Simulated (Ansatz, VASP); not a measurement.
# BaHfO3: VASP beside Ansatz

```xyz
5
Lattice="4.2061 0.0000 0.0000 0.0000 4.2061 0.0000 0.0000 0.0000 4.2061" Properties=species:S:1:pos:R:3 pbc="T T T"
Ba    2.1031    2.1031    2.1031
Hf    0.0000    0.0000    0.0000
O     0.0000    2.1031    0.0000
O     2.1031    0.0000    0.0000
O     0.0000    0.0000    2.1031
```

Alike in both runs: task single point; functional PBEsol; k mesh 6 × 6 × 6; occupations gaussian, width 0.02 eV; no spin polarisation.

```csv
,VASP,Ansatz
version,VASP 6.6.1,Ansatz 0.2.0
potentials or method,"VASP PAW PBE potentials, release 64 (Ba_sv, Hf_pv, O), cutoff 520 eV","scalar-relativistic, plane waves, PAW"
valence electrons in the cell,38,54
```

```tsv
	VASP	Ansatz	Ansatz less VASP
gap on the k mesh at the Fermi level (eV)	3.43	3.52	+0.083
least direct gap on the mesh (eV)	3.67	3.65	-0.021
pressure (GPa)	-5.9	-5.5	+0.44
```

VASP's potentials were made for PBE, not for PBEsol. VASP's potentials hold 38 valence electrons a cell and Ansatz's 54, so a difference there can come from the potentials and not from the codes.

Spin-orbit coupling is off throughout.
